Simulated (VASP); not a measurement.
Runs of VASP 6.6.1 on Pt. Symmetry: Fm-3m, No. 225, cubic system. Conventional cell: a = 3.922 Å, b = 3.922 Å, c = 3.922 Å, α = 90.00°, β = 90.00°, γ = 90.00°. Within 3.7 Å of Pt (site symmetry m-3m) lie 12 Pt at 2.77 Å. 

```csv
k mesh,gap on the mesh (eV),pressure (GPa)
8 × 8 × 8,none,8.8
7 × 7 × 7,none,(a)
4 × 4 × 4,none,7.7
6 × 6 × 6,none,6.7
```

Alike in all rows: task single point; level PBE; potentials or basis VASP PAW PBE potentials, release 64 (Pt); no spin polarisation; cell as given; cutoff (eV) 500; smearing methfessel-paxton 0.1 eV.

Question: Estimate the missing entries.

Answer: (a) 11.1.

Caveats: some runs use coarse meshes; spin-orbit coupling is left out, which moves the levels of the heavy elements.

A k mesh can miss the band edges, and the runs leave out spin-orbit coupling on Pt.

A gap of «none» marks levels without a gap at the run's occupations.
